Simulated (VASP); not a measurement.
The system is Sn.

```xyz
2
Lattice="0.0876 3.2417 3.3281 3.1053 0.0499 3.3658 3.2310 3.4052 -0.0759" Properties=species:S:1:pos:R:3 pbc="T T T"
Sn    3.0555    3.3163    3.1930
Sn    4.9745    5.0547    5.0795
```

| Item | Value |
| --- | --- |
| Program | VASP 6.6.1 |
| Task | relaxation of the atoms |
| Functional | PBEsol |
| Potentials or basis | VASP PAW PBE potentials, release 64 (Sn_d) |
| Cutoff | 520 eV |
| k mesh | 10 × 10 × 10 |
| Occupations | gaussian, width 0.15 eV |
| Spin | no spin polarisation |

At the start: pressure 2.7 GPa; volume 34.83 Å³/atom.

How do energy, volume and symmetry change on relaxing?

Over 10 steps the energy falls by 276.5 meV/atom at a fixed cell; space group P-1 (No. 2, to 0.1 Å) before and after.

Step by step:
```csv
step,energy change (eV),largest force (eV/Å),pressure (GPa)
1,0.0000,2.9062,2.66
2,-0.4143,1.1741,0.64
3,-0.4223,1.2480,0.59
4,-0.5312,0.5577,0.14
5,-0.5436,0.3527,0.14
6,-0.5522,0.0975,0.08
7,-0.5527,0.0568,0.12
8,-0.5528,0.0554,0.08
9,-0.5528,0.0559,0.07
10,-0.5530,0.0096,0.09
```

Final structure:
```cif
data_structure
_symmetry_space_group_name_H-M 'P 1'
_symmetry_Int_Tables_number 1
_cell_length_a 4.6468
_cell_length_b 4.5797
_cell_length_c 4.6947
_cell_angle_alpha 62.440
_cell_angle_beta 59.509
_cell_angle_gamma 56.856
_cell_volume 69.67
loop_
_atom_site_label
_atom_site_type_symbol
_atom_site_fract_x
_atom_site_fract_y
_atom_site_fract_z
_atom_site_occupancy
Sn1 Sn 0.50781 0.50318 0.49075 1
Sn2 Sn 0.74219 0.74682 0.75925 1
```

Caveat: the PAW data sets were made with another functional, which shifts forces and pressure a little.
